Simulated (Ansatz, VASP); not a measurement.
## Two plane-wave programs on Bi

```
CELL_PARAMETERS angstrom
-1.85015 1.85015 2.31510
1.85015 -1.85015 2.31510
1.85015 1.85015 -2.31510
ATOMIC_POSITIONS crystal
Bi 0.00000 0.00000 0.00000
```

Alike in both runs: task single point; functional PBE; dispersion D3(BJ); k mesh 18 × 18 × 18; occupations gaussian, width 0.15 eV; no spin polarisation.

|  | VASP | Ansatz |
| --- | --- | --- |
| version | VASP 6.6.1 | Ansatz 0.2.0 |
| potentials or method | VASP PAW PBE potentials, release 64 (Bi_d), cutoff 520 eV | scalar-relativistic, plane waves, PAW |
| valence electrons in the cell | 15 | 15 |

```tsv
	VASP	Ansatz	Ansatz less VASP
gap on the k mesh at the Fermi level (eV)	none	none	-
pressure (GPa)	-2.4	-2.4	+0.05
traceless stress, the component that is largest in VASP (GPa)	-1.18	-1.18	-0.001
```

A gap of «none» marks a metal or a gap that the smearing closes.

Spin-orbit coupling is off throughout.
